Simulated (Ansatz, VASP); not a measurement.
**SnO in VASP and in Ansatz**

The input INCAR:

```
SYSTEM = SnO
  PREC = Accurate
  ENCUT = 520
  EDIFF = 1E-6
  ISMEAR = 0
  SIGMA = 0.01
  LREAL = .False.
  LASPH = .True.
  NELM = 80
  ALGO = Normal
  ISIF = 2
  LWAVE = .False.
  LCHARG = .False.
  NBANDS = 28
```

KPOINTS

```
Automatic mesh
0
Gamma
  4 3 3
  0 0 0
```

POSCAR

```
SnO
1.0
    3.3550050000      0.0000000000      0.0000000000
    0.0000000000      5.6741040000      0.0000000000
    0.0000000000      0.0000000000      4.2219700000
Sn O
2 2
Direct
   -0.0045992583      0.2045739284      0.4929498613
    0.4977126031      0.7524880928     -0.0107788488
   -0.0029220867      0.8800905293      0.7330223956
    0.4958067159      0.0727106370      0.2379354735
```

Input for Ansatz:

```yaml
crystal:
  lattice:
    - [3.355005, 0.0, 0.0]
    - [0.0, 5.674104, 0.0]
    - [0.0, 0.0, 4.22197]
  atoms:
    - { symbol: Sn, position: [-0.004599258348208498, 0.2045739284127171, 0.4929498612694027] }
    - { symbol: Sn, position: [0.4977126031353563, 0.7524880927526416, -0.010778848755551513] }
    - { symbol: O, position: [-0.0029220867172341366, 0.8800905293469252, 0.7330223955555636] }
    - { symbol: O, position: [0.49580671594044917, 0.07271063698296205, 0.2379354735437471] }
kpoints:
  mp_grid:
    grid: [4, 3, 3]
hamiltonian:
  xc: lda
scf:
  occupations:
    method: fixed
output:
  forces: true
```

Alike in both runs: task single point; functional LDA; k mesh 4 × 3 × 3; no spin polarisation.

|  | VASP | Ansatz |
| --- | --- | --- |
| version | VASP 6.6.1 | Ansatz 0.2.0 |
| potentials or method | VASP PAW LDA potentials, release 64 (Sn_d, O) | plane waves, PAW |
| plane-wave cutoff (eV) | 520 | 420 |
| occupations | gaussian, width 0.01 eV | fixed |
| valence electrons in the cell | 40 | 40 |

Ansatz gave:

* rms of the force components (eV/Å): 0.051

**Question.** Which values does VASP return?

**Answer.** rms of the force components (eV/Å): 0.074.

LDA's correlation is that of Perdew and Zunger in VASP and of Perdew and Wang (1992) in Ansatz. Atom by atom the forces differ by 0.047 eV/Å (rms over components).

The k mesh is coarse, so the values compare programs but aren't converged.
